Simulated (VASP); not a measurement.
Mg3NO3: single point with PBE

The system is Mg3NO3, a slab with vacuum.

```xyz
7
Lattice="3.0086 0.0000 0.0000 0.0000 3.0086 0.0000 0.0000 0.0000 19.7800" Properties=species:S:1:pos:R:3 pbc="T T T"
Mg    1.5043    1.5043    4.0000
Mg    0.0000    0.0000    6.1324
Mg    1.5043    1.5043    8.2310
O     0.0000    0.0000    4.0000
O     1.5043    1.5043    6.1227
O     0.0000    0.0000    8.2800
N     0.3761    1.5043   10.6869
```

- Program: VASP 6.6.1
- Task: single point
- Functional: PBE
- Potentials or basis: VASP PAW PBE potentials, release 64 (Mg, O, N)
- Cutoff: 520 eV
- k mesh: 9 × 9 × 1
- Occupations: gaussian, width 0.05 eV
- Spin: collinear spin, ferromagnetic start
- Starting moments: [0.0, 0.0, 0.0, 0.0, 0.0, 0.0, 3.0] μB
- Dipole correction: yes
- Further INCAR settings: ALGO = Normal; EDIFF = 1e-07; NBANDS = 28

The largest force is 0.481 eV/Å and the band gap on the k mesh is 0.86 eV (least direct gap 0.99 eV). The net moment is 3.00 μB per cell and the site moments are Mg +0.00, -0.00 (each value once); O +0.00, +0.01, +0.12; N +1.89 μB. The valence electrons inside the program's atomic spheres are Mg 0.35, 0.39 (each value once); O 5.03, 5.08 (each value once); N 3.30.

Forces on the atoms (eV/Å):
```
Mg   0.000  0.000  0.452
Mg   0.002  0.000 -0.026
Mg  -0.011  0.000  0.481
O    0.000  0.000 -0.429
O    0.002  0.000  0.000
O   -0.049  0.000 -0.476
N    0.056  0.000 -0.002
```

Levels at points of the mesh, in eV from the valence-band top:
Spin up:
| k point | band 13 | band 14 | band 15 | band 16 | band 17 | band 18 | band 19 | band 20 |
| --- | --- | --- | --- | --- | --- | --- | --- | --- |
| (0.00, 0.00, 0.00) | -0.41 | -0.30 | -0.06 | -0.04 | 3.27 | 5.06 | 5.58 | 6.54 |
Spin down:
```tsv
k point	band 11	band 12	band 13	band 14	band 15	band 16
(0.00, 0.00, 0.00)	-0.41	-0.01	0.00	1.74	3.30	3.65
```

It took 4.9 min on 1 thread of Intel(R) Xeon(R) Platinum 8488C (Sapphire Rapids), with other jobs on the host, peak memory 0.44 GiB.
